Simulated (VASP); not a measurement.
Wanted: the native input for a VASP 6.6.1 run.

```yaml
Task: single point
Functional: PBEsol
Potentials_or_basis: VASP PAW PBE potentials, release 64 (Li_sv)
Cutoff: 520 eV
k_mesh: 18 × 18 × 10
Occupations: fermi-dirac, width 0.1 eV
Spin: no spin polarisation
Dipole_correction: no
Further_INCAR_settings: ALGO = Normal; EDIFF = 1e-06; NBANDS = 10
```

The structure of Li lies in POSCAR:

```
Li
1.0
    2.7541125480      0.0000000000      0.0000000000
   -1.3770562740      2.3851314315      0.0000000000
    0.0000000000      0.0000000000      4.5249277861
Li
2
Direct
    0.3333333333      0.6666666667      0.2500000000
    0.6666666667      0.3333333333      0.7500000000
```

This isn't the form of Li at room conditions, which is bcc.

One way to write it, as run:

INCAR

```
PREC     = Accurate       # precision mode
ENCUT    = 520            # plane-wave cutoff, eV
EDIFF    = 1E-6           # SCF threshold, eV
ISMEAR   = -1             # smearing method
SIGMA    = 0.1            # smearing width, eV
LREAL    = F              # projectors in reciprocal space
LASPH    = T              # aspherical terms in the spheres
NELM     = 80             # most SCF steps
ALGO     = Normal         # electronic algorithm
ISIF     = 2              # what is computed and relaxed
LWAVE    = F              # write WAVECAR
LCHARG   = F              # write CHGCAR
GGA      = PS             # functional
NBANDS   = 10             # bands
```

KPOINTS

```
Automatic mesh
0
Gamma
  18 18 10
```

Potentials or basis: VASP PAW PBE potentials, release 64 (Li_sv).

The run is started by

```console
$ cat potpaw_PBE.64/Li_sv/POTCAR > POTCAR
$ mpirun -np 1 vasp_std > vasp.out
```

It gave:

```yaml
Band_gap_on_the_k_mesh: zero (bands 3 and 4 overlap by 5.29 eV)
```

Wall time 57 s on 1 thread of Intel Xeon 8259CL, on a shared host, peak memory 0.17 GiB.
